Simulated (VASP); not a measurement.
Here is a VASP 6.6.1 calculation.

INCAR

```
  ALGO = Normal
  EDIFF = 1E-6
  ENCUT = 520
  GGA = PE
  ISIF = 2
  ISMEAR = 0
  LASPH = True
  LCHARG = True
  LELF = True
  LREAL = False
  LVHAR = True
  LWAVE = False
  NBANDS = 16
  NELM = 100
  PREC = Accurate
  SIGMA = 0.027000000000000003
```

The input KPOINTS:

```
k-points
0
Gamma
  11 11 11
```

Contents of POSCAR:

```
GaN
1.0
    0.0000000000      2.1352350000      2.1352350000
    2.1352350000      0.0000000000      2.1352350000
    2.1352350000      2.1352350000      0.0000000000
Ga N
1 1
Direct
    0.0000000000      0.0000000000      0.0000000000
    0.5000000000      0.5000000000      0.5000000000
```

Potentials or basis: VASP PAW PBE potentials, release 64 (Ga_d, N).

Command:

```bash
$ cat potpaw_PBE.64/Ga_d/POTCAR potpaw_PBE.64/N/POTCAR > POTCAR
$ mpirun -np 1 vasp_std > vasp.out
```

(1) Estimate the pressure.

(2) What does it give for the band gap on the k mesh?

Answers

(1) 0.4 GPa.

(2) 0.54 eV (least direct gap 2.37 eV).

Caveat: an odd mesh through Γ misses points on the zone boundary, where band edges can lie.
